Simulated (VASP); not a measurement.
# GaN (vib) (Fm-3m) in VASP: a series of runs

GaN (vib) is run at these levels: LDA; tasks: single point.

Program: VASP 6.6.1. These are calculated values, not measurements. Logs are shortened: lines on timing, memory, paths and dates and some standing lists are left out, and cuts for length are marked.

## Step 1: The cell of the first run

The structure is cubic, space group Fm-3m (No. 225). Conventional cell: a = 4.183 Å, b = 4.183 Å, c = 4.183 Å, α = 90.00°, β = 90.00°, γ = 90.00°. Ga (site symmetry m-3m) has 6 N at 2.09 Å within 2.8 Å. N (site symmetry m-3m) has 6 Ga at 2.09 Å within 2.8 Å.

## Step 2: Single point, LDA

File INCAR:

```
SYSTEM = GaN
PREC = Accurate
ENCUT = 600
EDIFF = 1E-6
ISMEAR = 0
SIGMA = 0.1
LREAL = .FALSE.
LASPH = .TRUE.
NELM = 120
ALGO = Normal
ISIF = 2
LWAVE = .FALSE.
LCHARG = .FALSE.
GGA = CA
NBANDS = 16
GGA_COMPAT = .FALSE.
```

File KPOINTS:

```
Automatic mesh
0
G
  8 8 8
  0 0 0
```

File POSCAR:

```
GaN
1.0
    0.0000000000      2.0912994710      2.0912994710
    2.0912994710      0.0000000000      2.0912994710
    2.0912994710      2.0912994710      0.0000000000
Ga N
1 1
Direct
    0.0000000000      0.0000000000      0.0000000000
    0.5000000000      0.5000000000      0.5000000000
```

Potentials or basis: VASP PAW LDA potentials, release 64 (Ga_d, N).

Started as:

```bash
$ cat potpaw_LDA.64/Ga_d/POTCAR potpaw_LDA.64/N/POTCAR > POTCAR
$ mpirun -np 1 vasp_std > vasp.out
```

OUTCAR:

```text
SYSTEM = GaN
   PREC = Accurate
   ENCUT = 600
   EDIFF = 1E-6
   ISMEAR = 0
   LREAL = .FALSE.
   LASPH = .TRUE.
   NELM = 120
   ISIF = 2
   GGA = CA

 ion  position               nearest neighbor table
   1  0.000  0.000  0.000-   2 2.09   2 2.09   2 2.09   2 2.09   2 2.09   2 2.09
   2  0.500  0.500  0.500-   1 2.09   1 2.09   1 2.09   1 2.09   1 2.09   1 2.09

  LATTYP: Found a face centered cubic cell.
 ALAT       =     4.1825989420

  Lattice vectors:

 A1 = (   0.0000000000,   2.0912994710,   2.0912994710)
 A2 = (   2.0912994710,   0.0000000000,   2.0912994710)
 A3 = (   2.0912994710,   2.0912994710,   0.0000000000)

Analysis of symmetry for initial positions (statically):
=====================================================================
 Subroutine PRICEL returns:
 Original cell was already a primitive cell.

 Routine SETGRP: Setting up the symmetry group for a
 face centered cubic supercell.

 Subroutine GETGRP returns: Found 48 space group operations
 (whereof 48 operations were pure point group operations)
 out of a pool of 48 trial point group operations.

The static configuration has the point symmetry O_h .

Analysis of symmetry for dynamics (positions and initial velocities):
=====================================================================
 Subroutine PRICEL returns:
 Original cell was already a primitive cell.

 Routine SETGRP: Setting up the symmetry group for a
 face centered cubic supercell.

 Subroutine GETGRP returns: Found 48 space group operations
 (whereof 48 operations were pure point group operations)
 out of a pool of 48 trial point group operations.

The dynamic configuration has the point symmetry O_h .

 Subroutine INISYM returns: Found 48 space group operations
 (whereof 48 operations are pure point group operations),
 and found     1 'primitive' translations

----------------------------------------------------------------------------------------

                                     Primitive cell

  volume of cell :      18.2927

  direct lattice vectors                    reciprocal lattice vectors
     0.000000000  2.091299471  2.091299471    -0.239085797  0.239085797  0.239085797
     2.091299471  0.000000000  2.091299471     0.239085797 -0.239085797  0.239085797
     2.091299471  2.091299471  0.000000000     0.239085797  0.239085797 -0.239085797

  length of vectors
     2.957544075  2.957544075  2.957544075     0.414108747  0.414108747  0.414108747

  position of ions in fractional coordinates (direct lattice)
     0.000000000  0.000000000  0.000000000
     0.500000000  0.500000000  0.500000000

  ion indices of the primitive-cell ions
   primitive index   ion index
                 1           1
                 2           2

----------------------------------------------------------------------------------------

 KPOINTS: Automatic mesh

Automatic generation of k-mesh.
 Grid dimensions read from file:
 generate k-points for:    8    8    8

 Generating k-lattice:

  Cartesian coordinates                     Fractional coordinates (reciprocal lattice)
    -0.029885725  0.029885725  0.029885725     0.125000000  0.000000000  0.000000000
     0.029885725 -0.029885725  0.029885725     0.000000000  0.125000000  0.000000000
     0.029885725  0.029885725 -0.029885725     0.000000000  0.000000000  0.125000000

  Length of vectors
     0.051763593  0.051763593  0.051763593

  Shift w.r.t. Gamma in fractional coordinates (k-lattice)
     0.000000000  0.000000000  0.000000000

 Subroutine IBZKPT returns following result:
 ===========================================

 Found     29 irreducible k-points:

 Following reciprocal coordinates:
            Coordinates               Weight
  0.000000  0.000000  0.000000      1.000000
  0.125000  0.000000  0.000000      8.000000
  0.250000  0.000000  0.000000      8.000000
  0.375000  0.000000  0.000000      8.000000
  0.500000  0.000000  0.000000      4.000000
  0.125000  0.125000  0.000000      6.000000
[... 16 lines left out ...]
  0.500000  0.250000  0.125000     48.000000
 -0.375000  0.250000  0.125000     24.000000
 [... further k-points ...]
   k-points           NKPTS =     29   k-points in BZ     NKDIM =     29   number of bands    NBANDS=     16
   number of dos      NEDOS =    301   number of ions     NIONS =      2
   total plane-waves  NPLWV =  13824
   dimension x,y,z NGX =    24 NGY =   24 NGZ =   24
   dimension x,y,z NGXF=    48 NGYF=   48 NGZF=   48
   ions per type =               1   1
   NGX,Y,Z   is equivalent  to a cutoff of  13.49, 13.49, 13.49 a.u.
   NGXF,Y,Z  is equivalent  to a cutoff of  26.98, 26.98, 26.98 a.u.
 SYSTEM =  GaN
   PREC   = accura    normal or accurate (medium, high low for compatibility)
   ISTART =      0    job   : 0-new  1-cont  2-samecut
   ICHARG =      2    charge: 1-file 2-atom 10-const
   ISPIN  =      1    spin polarized calculation?
   LNONCOLLINEAR =      F non collinear calculations
   LSORBIT =      F    spin-orbit coupling
   LASPH  =      T    aspherical Exc in radial PAW
   ENCUT  =  600.0 eV  44.10 Ry    6.64 a.u.   5.91  5.91  5.91*2*pi/ulx,y,z
   NELM   =    120;   NELMIN=  2; NELMDL= -5     # of ELM steps
   EDIFF  = 0.1E-05   stopping-criterion for ELM
   LREAL  =      F    real-space projection
   EDIFFG = 0.1E-04   stopping-criterion for IOM
   NSW    =      0    number of steps for IOM
   IBRION =     -1    ionic relax: 0-MD 1-quasi-New 2-CG
   NFREE  =      0    steps in history (QN), initial steepest desc. (CG)
   ISIF   =      2    stress and relaxation
   ISYM   =      2    0-nonsym 1-usesym 2-fastsym
   POTIM  = 0.5000    time-step for ionic-motion
   TEBEG  =    0.0;   TEEND  =   0.0 temperature during run
   PSTRESS=    0.0 pullay stress
   NELECT =      18.0000    total number of electrons
   NUPDOWN=      -1.0000    fix difference up-down
   EMIN   =  10.00;   EMAX   =-10.00  energy-range for DOS
   EFERMI =   0.00;   METHOD = LEGACY
   ISMEAR =     0;   SIGMA  =   0.10  broadening in eV -4-tet -1-fermi 0-gaus
   EFERMI_NEDOS =   21; number of points for ismear=-14 and -15
   IALGO  =     38    algorithm
   IMIX   =      4    mixing-type and parameters
     AMIX     =   0.40;   BMIX     =  1.00
     AMIX_MAG =   1.60;   BMIX_MAG =  1.00
  volume/ion in A,a.u.               =       9.15        61.72
  Fermi-wavevector in a.u.,A,eV,Ry     =   1.628319  3.077076 36.074788  2.651422
  Thomas-Fermi vector in A             =   2.720969
   LORBIT       =      0    0 simple, 1 ext, 2 COOP (PROOUT), +10 PAW based schemes
   GGA     = CA    functional components
   LHFCALC =     F    Hartree Fock is set to
   AEXX    =    0.0000 exact exchange contribution
   IVDW    =     0    specifies the selected vdW correction
   LEPSILON=     F    determine dielectric tensor
   LRPA    =     F    only Hartree local field effects (RPA)
 non-spin polarized calculation
 Gauss-broadening in eV      SIGMA  =   0.10
  energy-cutoff  :      600.00
  volume of cell :       18.29
 maximum number of plane-waves:       620
   NGX = 11   NGY = 11   NGZ = 11

 number of electron      17.9999999 magnetization

 Free energy of the ion-electron system (eV)
  ---------------------------------------------------
  ext. energy  EPLUGINS =         0.00000000
  ---------------------------------------------------
  free energy    TOTEN  =       -13.08140674 eV

  energy without entropy =      -13.08140665  energy(sigma->0) =      -13.08140670

 E-fermi :   8.3983     XC(G=0): -13.6601

 val. band max:        8.0674532226   @ k =  -0.2500   0.1250   0.0000
 cond. band min:       8.6975858216   @ k =   0.5000   0.5000   0.0000
 fundamental gap:      0.6301325990
 Fermi energy:         8.3982897315

 k-point     1 :       0.0000    0.0000    0.0000
  band No.  band energies     occupation
      1      -9.4388      2.00000
      2      -6.0099      2.00000
      3      -6.0099      2.00000
      4      -6.0099      2.00000
      5      -5.9039      2.00000
      6      -5.9039      2.00000
[... 8 lines left out ...]
     15      24.0596      0.00000
     16      24.0596      0.00000

 k-point     2 :       0.1250    0.0000    0.0000
  band No.  band energies     occupation
      1      -9.1211      2.00000
      2      -6.0236      2.00000
      3      -5.9983      2.00000
      4      -5.9983      2.00000
      5      -5.9209      2.00000
      6      -5.9209      2.00000
[... 8 lines left out ...]
     15      24.3780      0.00000
     16      24.3780      0.00000

 k-point     3 :       0.2500    0.0000    0.0000
  band No.  band energies     occupation
      1      -8.2197      2.00000
      2      -6.0603      2.00000
      3      -6.0603      2.00000
      4      -6.0554      2.00000
      5      -5.8704      2.00000
      6      -5.8704      2.00000
[... 8 lines left out ...]
     15      26.1195      0.00000
     16      26.1195      0.00000

 k-point     4 :       0.3750    0.0000    0.0000
  band No.  band energies     occupation
      1      -6.9742      2.00000
      2      -6.1476      2.00000
      3      -6.1476      2.00000
      4      -6.0821      2.00000
      5      -5.7921      2.00000
      6      -5.7921      2.00000
[... 8 lines left out ...]
     15      28.8893      0.00000
     16      28.8893      0.00000
[... 324 lines left out ...]
 k-point    22 :       0.3750    0.2500    0.1250
  band No.  band energies     occupation
      1      -7.7647      2.00000
      2      -6.0865      2.00000
      3      -6.0332      2.00000
      4      -5.9564      2.00000
      5      -5.8720      2.00000
      6      -5.6069      2.00000
[... 8 lines left out ...]
     15      29.5537      0.00000
     16      29.9768      0.00000

 k-point    23 :       0.5000    0.2500    0.1250
  band No.  band energies     occupation
      1      -7.2539      2.00000
      2      -6.1136      2.00000
      3      -6.0442      2.00000
      4      -5.9656      2.00000
      5      -5.7892      2.00000
      6      -4.9200      2.00000
[... 8 lines left out ...]
     15      29.5743      0.00000
     16      31.1011      0.00000

 k-point    24 :      -0.3750    0.2500    0.1250
  band No.  band energies     occupation
      1      -7.1050      2.00000
      2      -6.1442      2.00000
      3      -6.0468      2.00000
      4      -5.9578      2.00000
      5      -5.7548      2.00000
      6      -4.3056      2.00000
[... 8 lines left out ...]
     15      27.3020      0.00000
     16      31.9921      0.00000

 [... further k-points ...]
[... 5 lines left out ...]
  --------------------------------------------------------------------------------------
  -------------------------------------------------------------------------------------
  Total        0.1084166      0.1084166      0.1084166      0.0000000      0.0000000      0.0000000
  in kB        9.4957128      9.4957128      9.4957128      0.0000000      0.0000000      0.0000000
  external PRESSURE =       9.4957128 kB  Pullay stress =       0.0000000 kB

 VOLUME and BASIS-vectors are now :
 -----------------------------------------------------------------------------
  energy-cutoff  :      600.00
  volume of cell :       18.29
      direct lattice vectors                 reciprocal lattice vectors
     0.000000000  2.091299471  2.091299471    -0.239085797  0.239085797  0.239085797
     2.091299471  0.000000000  2.091299471     0.239085797 -0.239085797  0.239085797
     2.091299471  2.091299471  0.000000000     0.239085797  0.239085797 -0.239085797

 POSITION                                       TOTAL-FORCE (eV/Angst)
 -----------------------------------------------------------------------------------
      0.00000      0.00000      0.00000        -0.000000     -0.000000     -0.000000
      2.09130      2.09130      2.09130         0.000000      0.000000      0.000000
 -----------------------------------------------------------------------------------
    total drift:                                0.000000     -0.000000     -0.000000

  FREE ENERGIE OF THE ION-ELECTRON SYSTEM (eV)
  ---------------------------------------------------
  free  energy   TOTEN  =       -13.0814067409 eV

  energy  without entropy=      -13.0814066517  energy(sigma->0) =      -13.08140670
```

Run time: 6.2 s. Hardware: 1 thread of Intel Xeon Platinum 8259CL at 2.50GHz (Skylake/Cascade Lake), shared host; peak memory 0.13 GiB.

What came out:

```yaml
Free_energy: -13.0814 eV
Pressure: 0.9 GPa
Band_gap_on_the_k_mesh: 0.63 eV, indirect (least direct gap 3.24 eV)
```

A k mesh can miss the band edges. A hybrid or GW would open this gap; LDA tends to underestimate it.

(Part 1 of 2 ends here.)
